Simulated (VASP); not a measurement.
# ZnGeO2 (P-4m2) in VASP: further runs, part 2 of 2

VASP 6.6.1. The steps go on from the part before.

**4. Relaxation of cell and atoms, PBE**

File INCAR:

```
PREC = Accurate
ENCUT = 600
EDIFF = 1E-7
ISMEAR = 0
SIGMA = 0.1
LREAL = False
LASPH = True
NELM = 100
ALGO = Normal
ISIF = 3
LWAVE = False
LCHARG = False
GGA = PE
IBRION = 2
NSW = 90
EDIFFG = -0.04
```

File KPOINTS:

```
Automatic mesh
0
Gamma
  6 6 4
```

File POSCAR:

```
ZnGeO2
1.0
    3.4268845400      0.0000000000      0.0000000000
    0.0000000000      3.4268845400      0.0000000000
    0.0000000000      0.0000000000      4.8363706900
Zn Ge O
1 1 2
Direct
    0.5000000000      0.5000000000      0.5000000000
    0.0000000000      0.0000000000      0.0000000000
    0.0000000000      0.5000000000      0.2530086300
    0.5000000000      0.0000000000      0.7469913700
```

Potentials or basis: VASP PAW PBE potentials, release 64 (Zn, Ge_d, O).

Launch:

```
$ cat potpaw_PBE.64/Zn/POTCAR potpaw_PBE.64/Ge_d/POTCAR potpaw_PBE.64/O/POTCAR > POTCAR
$ mpirun -np 1 vasp_std > vasp.out
```

OUTCAR:

```text
PREC = Accurate
   ENCUT = 600
   EDIFF = 1E-7
   ISMEAR = 0
   LREAL = False
   LASPH = True
   NELM = 100
   ISIF = 3
   GGA = PE
   IBRION = 2
   NSW = 90
   EDIFFG = -0.04

 ion  position               nearest neighbor table
   1  0.500  0.500  0.500-   3 2.09   4 2.09   4 2.09   3 2.09
   2  0.000  0.000  0.000-   3 2.11   4 2.11   3 2.11   4 2.11
   3  0.000  0.500  0.253-   1 2.09   1 2.09   2 2.11   2 2.11
   4  0.500  0.000  0.747-   1 2.09   1 2.09   2 2.11   2 2.11

  LATTYP: Found a simple tetragonal cell.
 ALAT       =     3.4268845400
 C/A-ratio  =     1.4113024917

  Lattice vectors:

 A1 = (   3.4268845400,   0.0000000000,   0.0000000000)
 A2 = (   0.0000000000,   3.4268845400,   0.0000000000)
 A3 = (   0.0000000000,   0.0000000000,   4.8363706900)

Analysis of symmetry for initial positions (statically):
=====================================================================
 Subroutine PRICEL returns:
[... 175 lines left out ...]
  free energy    TOTEN  =       -19.33648794 eV

  energy without entropy =      -19.33208077  energy(sigma->0) =      -19.33428435

------------------------ aborting loop because EDIFF is reached ----------------------------------------

  FORCE on cell =-STRESS in cart. coord.  units (eV):
  Direction    XX          YY          ZZ          XY          YZ          ZX
  --------------------------------------------------------------------------------------
  -------------------------------------------------------------------------------------
  Total        0.9486816      0.9486816      0.4132988      0.0000000      0.0000000      0.0000000
  in kB       26.7616276     26.7616276     11.6588632      0.0000000      0.0000000      0.0000000
  external PRESSURE =      21.7273728 kB  Pullay stress =       0.0000000 kB
[... 139 lines left out ...]
--------------------------------------- Ionic step        5  -------------------------------------------

 number of electron      37.9999997 magnetization

 Free energy of the ion-electron system (eV)
  ---------------------------------------------------
  ext. energy  EPLUGINS =         0.00000000
  ---------------------------------------------------
  free energy    TOTEN  =       -19.50964462 eV

  energy without entropy =      -19.50894985  energy(sigma->0) =      -19.50929723

 E-fermi :   3.7286     XC(G=0): -10.2512

 val. band max:        3.6642117937   @ k =   0.0000   0.0000   0.5000
 cond. band min:       3.7786143017   @ k =   0.5000   0.5000   0.5000
 fundamental gap:      0.1144025080
 Fermi energy:         3.7285805333

 k-point     1 :       0.0000    0.0000    0.0000
  band No.  band energies     occupation
      1     -21.4714      2.00000
      2     -21.4232      2.00000
      3     -21.4211      2.00000
      4     -21.4211      2.00000
      5     -21.4191      2.00000
      6     -15.6848      2.00000
[... 613 lines left out ...]
     22       7.8000      0.00000
     23       8.5158      0.00000

 [... further k-points ...]
[... 5 lines left out ...]
  --------------------------------------------------------------------------------------
  -------------------------------------------------------------------------------------
  Total       -0.1160898     -0.1160898      0.0464142      0.0000000      0.0000000      0.0000000
  in kB       -3.2101954     -3.2101954      1.2834767      0.0000000      0.0000000      0.0000000
  external PRESSURE =      -1.7123047 kB  Pullay stress =       0.0000000 kB
[... 19 lines left out ...]
  FREE ENERGIE OF THE ION-ELECTRON SYSTEM (eV)
  ---------------------------------------------------
  free  energy   TOTEN  =       -19.5096446213 eV

  energy  without entropy=      -19.5089498458  energy(sigma->0) =      -19.50929723

 reached required accuracy - stopping structural energy minimisation
```

OSZICAR:

```text
N       E                     dE             d eps       ncg     rms          rms(c)
DAV:   1     0.350797416521E+03    0.35080E+03   -0.21516E+04  1544   0.375E+03
DAV:   2     0.330610664418E+02   -0.31774E+03   -0.30825E+03  1436   0.728E+02
DAV:   3    -0.206222773050E+02   -0.53683E+02   -0.52734E+02  1646   0.201E+02
DAV:   4    -0.227789881844E+02   -0.21567E+01   -0.21507E+01  1591   0.455E+01
[... 55 lines left out ...]
DAV:   3    -0.195097435236E+02    0.25478E-03   -0.46240E-04  2034   0.364E-01    0.758E-02
DAV:   4    -0.195096512961E+02    0.92228E-04   -0.16195E-04  1786   0.145E-01    0.156E-02
DAV:   5    -0.195096455388E+02    0.57573E-05   -0.13226E-05  1904   0.611E-02    0.579E-03
DAV:   6    -0.195096446608E+02    0.87797E-06   -0.23383E-06  2275   0.291E-02    0.205E-03
DAV:   7    -0.195096446213E+02    0.39581E-07   -0.59165E-07  1381   0.959E-03
   5 F= -.19509645E+02 E0= -.19509297E+02  d E =-.336301E-01
```

Run time: 2.9 min. Hardware: 1 thread of Intel Xeon Platinum 8488C (Sapphire Rapids), shared host; peak memory 0.21 GiB.

Results:

```
Free energy                           : -19.5096 eV
Relaxed volume                        : 14.48 Å³/atom
Relaxed cell                          : a = 3.464 Å, b = 3.464 Å, c = 4.828 Å, α = 90.00°, β = 90.00°, γ = 90.00°
Space group after relaxing (to 0.1 Å) : P-4m2 (No. 115)
Energy gained by relaxing             : 43.3 meV/atom
Ionic steps                           : 5
Pressure after relaxing               : -0.2 GPa
Largest force after relaxing          : 0.026 eV/Å
Band gap on the k mesh                : zero (bands 19 and 20 overlap by 0.11 eV)
```

Forces on the atoms (eV/Å):
```
Zn   0.000  0.000  0.000
Ge   0.000  0.000  0.000
O    0.000  0.000 -0.026
O    0.000  0.000  0.026
```

Step by step:
| step | energy change (eV) | largest force (eV/Å) | pressure (GPa) | volume (Å³) |
| --- | --- | --- | --- | --- |
| 1 | 0.0000 | 1.0537 | 2.17 | 56.80 |
| 2 | -0.1044 | 0.7769 | -0.53 | 58.39 |
| 3 | -0.1395 | 0.3459 | -3.04 | 59.84 |
| 4 | -0.1730 | 0.0543 | 0.02 | 57.81 |
| 5 | -0.1732 | 0.0265 | -0.17 | 57.94 |

Final structure:
```cif
data_structure
_symmetry_space_group_name_H-M 'P 1'
_symmetry_Int_Tables_number 1
_cell_length_a 3.4641
_cell_length_b 3.4641
_cell_length_c 4.8282
_cell_angle_alpha 90.000
_cell_angle_beta 90.000
_cell_angle_gamma 90.000
_cell_volume 57.94
loop_
_atom_site_label
_atom_site_type_symbol
_atom_site_fract_x
_atom_site_fract_y
_atom_site_fract_z
_atom_site_occupancy
Zn1 Zn 0.50000 0.50000 0.50000 1
Ge1 Ge 0.00000 0.00000 0.00000 1
O1 O 0.00000 0.50000 0.28152 1
O2 O 0.50000 0.00000 0.71848 1
```

**5. Single point, PBE**

This run uses another cell than the first one, of 14.42 Å³/atom.

File INCAR:

```
SYSTEM = ZnGeO2
PREC = Accurate
ENCUT = 520
EDIFF = 1E-7
ISMEAR = 0
SIGMA = 0.1
LREAL = .FALSE.
LASPH = .TRUE.
NELM = 80
ALGO = Normal
ISIF = 2
LWAVE = .FALSE.
LCHARG = .FALSE.
GGA = PE
NBANDS = 27
```

File KPOINTS:

```
regular mesh
0
G
  14 14 10
  0 0 0
```

File POSCAR:

```
ZnGeO2
1.0
    3.4318548462      0.0000000000      0.0000000000
    0.0000000000      3.4318548462      0.0000000000
    0.0000000000      0.0000000000      4.8969866617
Zn Ge O
1 1 2
Direct
    0.5000000000      0.5000000000      0.5000000000
    0.0000000000      0.0000000000      0.0000000000
    0.0000000000      0.5000000000      0.2817965476
    0.5000000000      0.0000000000      0.7182034524
```

Launch:

```
$ cat potpaw_PBE.64/Zn/POTCAR potpaw_PBE.64/Ge_d/POTCAR potpaw_PBE.64/O/POTCAR > POTCAR
$ mpirun -np 1 vasp_std > vasp.out
```

It took 4.9 min on 1 thread of Intel Xeon Platinum 8488C (Sapphire Rapids), shared host; peak memory 0.42 GiB.

It converged, with:

* Free energy: -19.5084 eV
* Pressure: 0.4 GPa
* Largest force: 0.033 eV/Å
* Band gap on the k mesh: zero (bands 19 and 20 overlap by 0.08 eV)

Forces in eV/Å, atoms in the order of the input:
```
Zn   0.000  0.000  0.000
Ge   0.000  0.000  0.000
O    0.000  0.000 -0.033
O    0.000  0.000  0.033
```

Levels at points of the mesh, in eV from the Fermi level:
```csv
k point,band 17,band 18,band 19,band 20,band 21,band 22
"(0.00, 0.00, 0.00)",-2.84,-2.68,-2.68,0.90,3.12,4.83
"(0.50, 0.00, 0.00)",-3.68,-3.12,-0.74,1.60,3.48,4.67
"(0.50, 0.50, 0.00)",-4.73,-3.94,-0.41,0.52,0.52,6.15
"(0.00, 0.00, 0.50)",-3.18,-3.18,-0.84,-0.10,4.69,4.88
"(0.50, 0.00, 0.50)",-3.11,-3.08,-1.96,1.04,3.60,4.11
"(0.50, 0.50, 0.50)",-4.78,-4.41,-0.02,2.08,2.08,6.17
```

**6. Overview**

| task | cell | k mesh | cutoff (eV) | gap on the mesh (eV) | pressure (GPa) | largest force (eV/Å) |
| --- | --- | --- | --- | --- | --- | --- |
| single point | a = 3.427, b = 3.427, c = 4.836 Å, 4 atoms, atomic positions A | 6 × 6 × 4 | 520 | none | 2.3 | 1.05 |
| single point | a = 3.447, b = 3.447, c = 4.850 Å, 4 atoms, atomic positions B | 6 × 6 × 4 | 520 | none | 0.4 | 0.03 |
| relaxation of cell and atoms | relaxed from a = 3.427, b = 3.427, c = 4.836 Å, 4 atoms, atomic positions A | 6 × 6 × 4 | 600 | none | -0.2 | 0.03 |
| single point | a = 3.432, b = 3.432, c = 4.897 Å, 4 atoms, atomic positions B | 14 × 14 × 10 | 520 | none | 0.4 | 0.03 |

Alike in all rows: level PBE; potentials or basis VASP PAW PBE potentials, release 64 (Zn, Ge_d, O); no spin polarisation; smearing gaussian 0.1 eV.

Caveats: forces of over 1 eV/Å act on the atoms, so gaps and moduli don't describe the material at rest (at least some runs).

Absolute energies hang on the potentials; compare differences alone.
